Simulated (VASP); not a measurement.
CdTeS4: single point with PBE

Crystal: CdTeS4.

```xyz
6
Lattice="3.4456 0.0000 0.0000 -1.7228 2.9840 0.0000 0.0000 0.0000 13.6557" Properties=species:S:1:pos:R:3 pbc="T T T"
Cd    0.0000    0.0000    6.8278
Te    1.7228    0.9947    0.0000
S     1.7228    0.9947    8.5708
S     0.0000    0.0000   11.9781
S     0.0000    0.0000    1.6776
S     1.7228    0.9947    5.0848
```

The cell was built from a structure type or drawn by symmetry, and may not be a known phase.

- Program: VASP 6.6.1
- Task: single point
- Functional: PBE
- Potentials or basis: VASP PAW PBE potentials, release 64 (Cd, Te, S)
- Cutoff: 520 eV
- k mesh: 6 × 6 × 2
- Occupations: gaussian, width 0.1 eV
- Spin: no spin polarisation

```
Pressure               : 6.3 GPa
Largest force          : 1.323 eV/Å
Band gap on the k mesh : zero (bands 21 and 22 overlap by 0.79 eV)
```

Forces on the atoms (eV/Å):
```
Cd   0.000  0.000  0.000
Te   0.000  0.000  0.000
S    0.000  0.000  0.229
S    0.000  0.000 -1.323
S    0.000  0.000  1.323
S    0.000  0.000 -0.229
```

Stress tensor (GPa, compression positive):
```
6.51 0.00 0.00
0.00 6.51 0.00
0.00 0.00 6.01
```

Levels at points of the mesh, in eV from the Fermi level:
```tsv
k point	band 18	band 19	band 20	band 21	band 22	band 23	band 24	band 25
(0.00, 0.00, 0.00)	-0.67	0.52	0.52	0.71	0.71	1.66	1.66	2.62
(0.50, 0.00, 0.00)	-1.70	-1.59	-0.80	-0.08	0.19	0.45	2.12	2.68
(0.00, 0.00, 0.50)	-0.47	0.52	0.52	0.71	0.71	1.66	1.66	2.50
(0.50, 0.00, 0.50)	-1.64	-1.59	-0.79	-0.23	0.18	0.59	2.07	2.69
```

Run time: 83 s on 1 thread of Intel(R) Xeon(R) Platinum 8488C (Sapphire Rapids) (shared host), peak memory 0.3 GiB.

Caveat: the cell stands under pressure; semilocal functionals underestimate gaps, so a narrow gap can read as zero; spin-orbit coupling is left out, which moves the levels of the heavy elements; forces of over 1 eV/Å act on the atoms, so gaps and moduli don't describe the material at rest.
